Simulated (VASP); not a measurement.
K, 1 atom in the cell. Symmetry: I4/mmm, No. 139, tetragonal system. The conventional cell has a = 4.712 Å, b = 4.712 Å, c = 5.236 Å, α = 90.00°, β = 90.00°, γ = 90.00°. Within 5.6 Å of K (site symmetry 4/mmm) lie 14 K at 4.24 to 5.24 Å.  This cell differs from its parent crystal: strain -0.1000 x Voigt [1, 1, 0, 0, 0, 0].

| Property | Result |
| --- | --- |
| Program | VASP 6.6.1 |
| Task | single point |
| Functional | PBEsol |
| Potentials or basis | VASP PAW PBE potentials, release 64 (K_sv) |
| Cutoff | 520 eV |
| k mesh | 14 × 14 × 14 |
| Occupations | gaussian, width 0.15 eV |
| Spin | no spin polarisation |
| Dipole correction | no |
| Further INCAR settings | ALGO = Normal; EDIFF = 1e-07; NBANDS = 10 |

Potentials or basis: VASP PAW PBE potentials, release 64 (K_sv).

Command:

```sh
$ cat potpaw_PBE.64/K_sv/POTCAR > POTCAR
$ mpirun -np 1 vasp_std > vasp.out
```

Hardware: 1 thread of Intel(R) Xeon(R) Platinum 8124M CPU @ 3.00GHz (Skylake/Cascade Lake) (shared host).

Problem. Estimate the wall time of this run.

Solution. It took 71 s on 1 thread of Intel(R) Xeon(R) Platinum 8124M CPU @ 3.00GHz (Skylake/Cascade Lake), on a shared host, peak memory 0.27 GiB. Counts: scf iterations 13, k points 244.
